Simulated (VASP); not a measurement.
Set up this calculation in VASP 6.6.1, as the native input.

- Task: relaxation of cell and atoms
- Functional: PBE
- Potentials or basis: VASP PAW PBE potentials, release 64 (Ge_d)
- Cutoff: 600 eV
- k mesh: 6 × 6 × 6
- Occupations: gaussian, width 0.1 eV
- Spin: no spin polarisation
- Dipole correction: no
- Further INCAR settings: ALGO = Normal; EDIFF = 1e-06; IBRION = 2; EDIFFG = -0.04; NSW = 90; ISIF = 3

The structure of Ge lies in POSCAR:

```
Ge
1.0
    3.0295193569      0.0000000000      0.0000000000
   -1.5147596784      2.6236407243      0.0000000000
    0.0000000000      0.0000000000      2.5117209093
Ge
1
Direct
    0.0000000000      0.0000000000      0.5000000000
```

One way to write it, as run:

INCAR

```
PREC = Accurate
ENCUT = 600
EDIFF = 1E-6
ISMEAR = 0
SIGMA = 0.1
LREAL = F
LASPH = T
NELM = 60
ALGO = Normal
ISIF = 3
LWAVE = F
LCHARG = F
GGA = PE
IBRION = 2
NSW = 90
EDIFFG = -0.04
```

KPOINTS

```
regular mesh
0
Gamma
  6 6 6
```

Potentials or basis: VASP PAW PBE potentials, release 64 (Ge_d).

The run is started by

```sh
$ cat potpaw_PBE.64/Ge_d/POTCAR > POTCAR
$ mpirun -np 1 vasp_std > vasp.out
```

Results of the run:

```json
{
  "Relaxed volume": "19.73 Å³/atom",
  "Relaxed cell": "a = 2.848 Å, b = 2.848 Å, c = 2.808 Å, α = 90.00°, β = 90.00°, γ = 120.00°",
  "Space group after relaxing (to 0.05 Å)": "P6/mmm (No. 191)",
  "Energy gained by relaxing": "182.1 meV/atom",
  "Ionic steps": "8",
  "Pressure after relaxing": "0.0 GPa",
  "Band gap on the k mesh": "zero (band 7 reaches 11.41 eV, above the bottom of band 8 at 3.01 eV)"
}
```

Caveat: the k points lie up to 0.42 Å⁻¹ apart in the final cell.

Wall time 29 s on 1 thread of AMD EPYC 9R45 (Zen 5) (shared host), peak memory 0.1 GiB.
